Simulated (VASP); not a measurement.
# YBe (P4/nmm) in VASP: a series of runs, part 2 of 2

VASP 6.6.1. The steps go on from the part before.

## Step 3: Relaxation of cell and atoms, PBE

File INCAR:

```
SYSTEM = YBe
PREC = Accurate
ENCUT = 600
EDIFF = 1E-7
ISMEAR = 0
SIGMA = 0.1
LREAL = .False.
LASPH = .True.
NELM = 80
ALGO = Fast
ISIF = 3
LWAVE = .False.
LCHARG = .False.
GGA = PE
IBRION = 2
NSW = 100
EDIFFG = -0.01
```

File KPOINTS:

```
regular mesh
0
Gamma
  14 14 6
  0 0 0
```

File POSCAR:

```
YBe
1.0
    3.1196236990      0.0000000000      0.0000000000
    0.0000000000      3.1196236990      0.0000000000
    0.0000000000      0.0000000000      8.0776896920
Y Be
2 2
Direct
    0.5000000000      0.0000000000      0.6812628730
    0.0000000000      0.5000000000      0.3187371270
    0.5000000000      0.0000000000      0.0603117977
    0.0000000000      0.5000000000      0.9396882023
```

Potentials or basis: VASP PAW PBE potentials, release 64 (Y_sv, Be).

Command:

```
$ cat potpaw_PBE.64/Y_sv/POTCAR potpaw_PBE.64/Be/POTCAR > POTCAR
$ mpirun -np 1 vasp_std > vasp.out
```

OUTCAR:

```text
SYSTEM = YBe
   PREC = Accurate
   ENCUT = 600
   EDIFF = 1E-7
   ISMEAR = 0
   LREAL = .False.
   LASPH = .True.
   NELM = 80
   ISIF = 3
   GGA = PE
   IBRION = 2
   NSW = 100
   EDIFFG = -0.01

 ion  position               nearest neighbor table
   1  0.500  0.000  0.681-   4 3.04   4 3.04   4 3.04   4 3.04   3 3.06   2 3.67   2 3.67   2 3.67
                             2 3.67
   2  0.000  0.500  0.319-   3 3.04   3 3.04   3 3.04   3 3.04   4 3.06   1 3.67   1 3.67   1 3.67
                             1 3.67
   3  0.500  0.000  0.060-   2 3.04   2 3.04   2 3.04   2 3.04   1 3.06
   4  0.000  0.500  0.940-   1 3.04   1 3.04   1 3.04   1 3.04   2 3.06

  LATTYP: Found a simple tetragonal cell.
 ALAT       =     3.1196236990
 C/A-ratio  =     2.5893154019

  Lattice vectors:

 A1 = (   3.1196236990,   0.0000000000,   0.0000000000)
[... 423 lines left out ...]

 E-fermi :   3.7338     XC(G=0):  -9.9072

 val. band max:        3.7303071567   @ k =   0.4286   0.0714   0.5000
 cond. band min:       3.7338021663   @ k =   0.4286   0.0000   0.1667
 fundamental gap:      0.0034950096
 Fermi energy:         3.7337569344

 k-point     1 :       0.0000    0.0000    0.0000
  band No.  band energies     occupation
      1     -38.6190      2.00000
      2     -38.5875      2.00000
      3     -18.7156      2.00000
      4     -18.4234      2.00000
      5     -18.1976      2.00000
      6     -18.1976      2.00000
[... 457 lines left out ...]
      4     -18.9387      2.00000
      5     -18.4951      2.00000
      6     -18.4831      2.00000
[... 9 lines left out ...]
     16       5.6431      0.00000
     17       6.0603      0.00000

 [... further k-points ...]

------------------------ aborting loop because EDIFF is reached ----------------------------------------

  FORCE on cell =-STRESS in cart. coord.  units (eV):
  Direction    XX          YY          ZZ          XY          YZ          ZX
  --------------------------------------------------------------------------------------
  -------------------------------------------------------------------------------------
  Total        0.0089500      0.0089500     -0.0129773      0.0000000      0.0000000      0.0000000
  in kB        0.1825958      0.1825958     -0.2647602      0.0000000      0.0000000      0.0000000
  external PRESSURE =       0.0334771 kB  Pullay stress =       0.0000000 kB
[... 19 lines left out ...]
  FREE ENERGIE OF THE ION-ELECTRON SYSTEM (eV)
  ---------------------------------------------------
  free  energy   TOTEN  =       -19.2326869855 eV

  energy  without entropy=      -19.2098190283  energy(sigma->0) =      -19.22125301

 reached required accuracy - stopping structural energy minimisation
```

OSZICAR:

```text
N       E                     dE             d eps       ncg     rms          rms(c)
DAV:   1     0.110070722829E+03    0.11007E+03   -0.14122E+04  4896   0.159E+03
DAV:   2    -0.990725201215E+01   -0.11998E+03   -0.11877E+03  5771   0.328E+02
DAV:   3    -0.199745874455E+02   -0.10067E+02   -0.98655E+01  9451   0.596E+01
[... 117 lines left out ...]
RMM:   8    -0.192326865675E+02   -0.12934E-05   -0.46382E-06  6769   0.106E-02    0.365E-03
RMM:   9    -0.192326866415E+02   -0.74021E-07   -0.29552E-06  6028   0.739E-03    0.147E-03
RMM:  10    -0.192326867952E+02   -0.15363E-06   -0.15167E-06  4922   0.446E-03    0.168E-03
RMM:  11    -0.192326869236E+02   -0.12844E-06   -0.80910E-07  4058   0.332E-03    0.736E-04
RMM:  12    -0.192326869855E+02   -0.61932E-07   -0.50238E-07  3467   0.265E-03
   7 F= -.19232687E+02 E0= -.19221253E+02  d E =-.447129E-03
```

CONTCAR:

```text
YBe
   1.00000000000000
     3.1339100798751920    0.0000000000000000    0.0000000000000000
     0.0000000000000000    3.1339100798751920   -0.0000000000000000
     0.0000000000000000    0.0000000000000000    7.9959570552605026
  Y               Be
     2     2
Direct
     0.5000000000000000    0.0000000000000000    0.6837749215526818
     0.0000000000000000    0.5000000000000000    0.3162250784473181
     0.5000000000000000    0.0000000000000000    0.0577437538026412
     0.0000000000000000    0.5000000000000000    0.9422562461973588

  0.00000000E+00  0.00000000E+00  0.00000000E+00
  0.00000000E+00  0.00000000E+00  0.00000000E+00
  0.00000000E+00  0.00000000E+00  0.00000000E+00
  0.00000000E+00  0.00000000E+00  0.00000000E+00
```

Run time: 28 min. Hardware: 1 thread of Intel Xeon Platinum 8559C (Emerald Rapids), shared host; peak memory 0.46 GiB.

Results:

| Quantity | Value |
| --- | --- |
| Free energy | -19.2327 eV |
| Relaxed volume | 19.63 Å³/atom |
| Relaxed cell | a = 3.134 Å, b = 3.134 Å, c = 7.996 Å, α = 90.00°, β = 90.00°, γ = 90.00° |
| Space group after relaxing (to 0.1 Å) | P4/nmm (No. 129) |
| Energy gained by relaxing | 2.1 meV/atom |
| Ionic steps | 7 |
| Pressure after relaxing | 0.0 GPa |
| Largest force after relaxing | 0.008 eV/Å |
| Band gap on the k mesh | zero (bands 13 and 14 overlap by 1.55 eV) |

Forces on the atoms (eV/Å):
```
Y    0.000  0.000 -0.004
Y    0.000  0.000  0.004
Be   0.000  0.000 -0.008
Be   0.000  0.000  0.008
```

Step by step:
| step | energy change (eV) | largest force (eV/Å) | pressure (GPa) | volume (Å³) |
| --- | --- | --- | --- | --- |
| 1 | 0.0000 | 0.1248 | -0.23 | 78.61 |
| 2 | -0.0050 | 0.0828 | 0.09 | 78.29 |
| 3 | -0.0064 | 0.0697 | 0.38 | 78.01 |
| 4 | -0.0078 | 0.0415 | 0.03 | 78.52 |
| 5 | -0.0079 | 0.0325 | -0.08 | 78.68 |
| 6 | -0.0082 | 0.0213 | -0.04 | 78.61 |
| 7 | -0.0084 | 0.0075 | 0.00 | 78.53 |

Final structure:
```
Y Be
1.0
     3.13391    0.00000    0.00000
     0.00000    3.13391    0.00000
     0.00000    0.00000    7.99596
Y Be
2 2
Cartesian
  1.5670 0.0000 5.4674
  0.0000 1.5670 2.5285
  1.5670 0.0000 0.4617
  0.0000 1.5670 7.5342
```
